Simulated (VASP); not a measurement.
# CoO (Fm-3m) in VASP: settings compared, part 2 of 2

VASP 6.6.1.

### Step 3. Vibrations by perturbation theory, PBEsol, collinear spin, ferromagnetic start

The input, INCAR:

```
PREC     = Accurate       # precision mode
ENCUT    = 520            # plane-wave cutoff, eV
EDIFF    = 1E-8           # SCF threshold, eV
ISMEAR   = -1             # smearing method
SIGMA    = 0.05           # smearing width, eV
LREAL    = False          # projectors in reciprocal space
LASPH    = True           # aspherical terms in the spheres
NELM     = 150            # most SCF steps
ALGO     = Normal         # electronic algorithm
ISIF     = 2              # what is computed and relaxed
LWAVE    = False          # write WAVECAR
LCHARG   = True           # write CHGCAR
ISPIN    = 2              # spin polarisation
MAGMOM   = 2 0            # initial moments
LORBIT   = 11             # projections on sites
LMAXMIX  = 4              # l up to which the mixer works
GGA      = PS             # functional
IBRION   = 8              # ionic algorithm
NSW      = 1              # ionic steps
```

The input, KPOINTS:

```
regular mesh
0
Gamma
  10 10 10
```

The input, POSCAR:

```
CoO
1.0
    0.0000000000      2.1315000000      2.1315000000
    2.1315000000      0.0000000000      2.1315000000
    2.1315000000      2.1315000000      0.0000000000
Co O
1 1
Direct
    0.0000000000      0.0000000000      0.0000000000
    0.5000000000      0.5000000000      0.5000000000
```

Potentials or basis: VASP PAW PBE potentials, release 64 (Co, O).

On the command line:

```
cat potpaw_PBE.64/Co/POTCAR potpaw_PBE.64/O/POTCAR > POTCAR
mpirun -np 1 vasp_std > vasp.out
```

OUTCAR:

```text
PREC = Accurate
   ENCUT = 520
   EDIFF = 1E-8
   ISMEAR = -1
   LREAL = False
   LASPH = True
   NELM = 150
   ISIF = 2
   ISPIN = 2
   LORBIT = 11
   GGA = PS
   IBRION = 8
   NSW = 1

 ion  position               nearest neighbor table
   1  0.000  0.000  0.000-   2 2.13   2 2.13   2 2.13   2 2.13   2 2.13   2 2.13
   2  0.500  0.500  0.500-   1 2.13   1 2.13   1 2.13   1 2.13   1 2.13   1 2.13

  LATTYP: Found a face centered cubic cell.
 ALAT       =     4.2630000000

  Lattice vectors:

 A1 = (   0.0000000000,   2.1315000000,   2.1315000000)
 A2 = (   2.1315000000,   0.0000000000,   2.1315000000)
 A3 = (   2.1315000000,   2.1315000000,   0.0000000000)

Analysis of symmetry for initial positions (statically):
[... 25 lines left out ...]
The dynamic configuration has the point symmetry O_h .

[... 957 lines left out ...]
  x     0.00000     0.00000     0.00000     0.00000     0.00000     0.00000
  y     0.00000     0.00000     0.00000     0.00000     0.00000     0.00000
  z     0.00000     0.00000     0.00000     0.00000     0.00000     0.00000

 SECOND DERIVATIVES (NOT SYMMETRIZED)
 ------------------------------------
               1X          1Y          1Z          2X          2Y          2Z
  1X     0.056508    0.000000    0.000000   -0.056508    0.000000    0.000000
  1Y     0.000000    0.056508    0.000000    0.000000   -0.056508    0.000000
  1Z     0.000000    0.000000    0.056508    0.000000    0.000000   -0.056508
  2X    -0.057574    0.000000    0.000000    0.057574    0.000000    0.000000
  2Y     0.000000   -0.057574    0.000000    0.000000    0.057574    0.000000
  2Z     0.000000    0.000000   -0.057574    0.000000    0.000000    0.057574

 Eigenvectors and eigenvalues of the dynamical matrix
 ----------------------------------------------------

   1 f  =    0.004019 THz     0.025254 2PiTHz    0.134070 cm-1     0.016623 meV
             X         Y         Z           dx          dy          dz
      0.000000  0.000000  0.000000     0.659871    0.583154   -0.118704
      2.131500  2.131500  2.131500     0.340638    0.301035   -0.061277
[... 21 lines left out ...]
   6 f/i=    1.055372 THz     6.631097 2PiTHz   35.203416 cm-1     4.364665 meV
             X         Y         Z           dx          dy          dz
      0.000000  0.000000  0.000000     0.000000    0.000000   -0.458706
      2.131500  2.131500  2.131500     0.000000   -0.000000    0.888588

--------------------------------------------------------------------------------------------------------

 ELASTIC MODULI CONTR FROM IONIC RELAXATION (kBar)
 Direction    XX          YY          ZZ          XY          YZ          ZX
 --------------------------------------------------------------------------------
 XX           0.0000      0.0000      0.0000      0.0000      0.0000      0.0000
 YY           0.0000      0.0000      0.0000      0.0000      0.0000      0.0000
 ZZ           0.0000      0.0000      0.0000      0.0000      0.0000      0.0000
 XY           0.0000      0.0000      0.0000      0.0000      0.0000      0.0000
 YZ           0.0000      0.0000      0.0000      0.0000      0.0000      0.0000
 ZX           0.0000      0.0000      0.0000      0.0000      0.0000      0.0000
 --------------------------------------------------------------------------------

 total charge

# of ion       s       p       d       tot
------------------------------------------
    1        0.297   0.360   7.142   7.798
    2        1.551   3.398   0.000   4.949
--------------------------------------------------
tot          1.847   3.758   7.142  12.747

 magnetization (x)

# of ion       s       p       d       tot
------------------------------------------
    1        0.020   0.017   2.529   2.566
    2        0.029   0.287   0.000   0.316
--------------------------------------------------
tot          0.049   0.304   2.529   2.882
```

Run time: 8.1 min. Hardware: 1 thread of AMD EPYC 7R13, shared host; peak memory 0.22 GiB.

Results:

| Property | Result |
| --- | --- |
| Net moment | 2.94 μB per cell |
| Site moments | Co +2.57; O +0.32 μB |
| Valence electrons inside the program's atomic spheres | Co 7.80; O 4.95 |
| Highest phonon frequency at Γ, LO-TO splitting left out | 0 cm⁻¹ |
| Most unstable mode | 35i cm⁻¹ |

Phonon frequencies in cm⁻¹ (negative: imaginary):
```tsv
q point	frequencies
(0.000, 0.000, 0.000)	-35 -35 -35 0 0 0
```

Caveat: the cell wasn't relaxed at this level first, which shifts response properties; some modes are imaginary; a cell with one magnetic atom can't hold antiferromagnetic order, which such compounds often take.
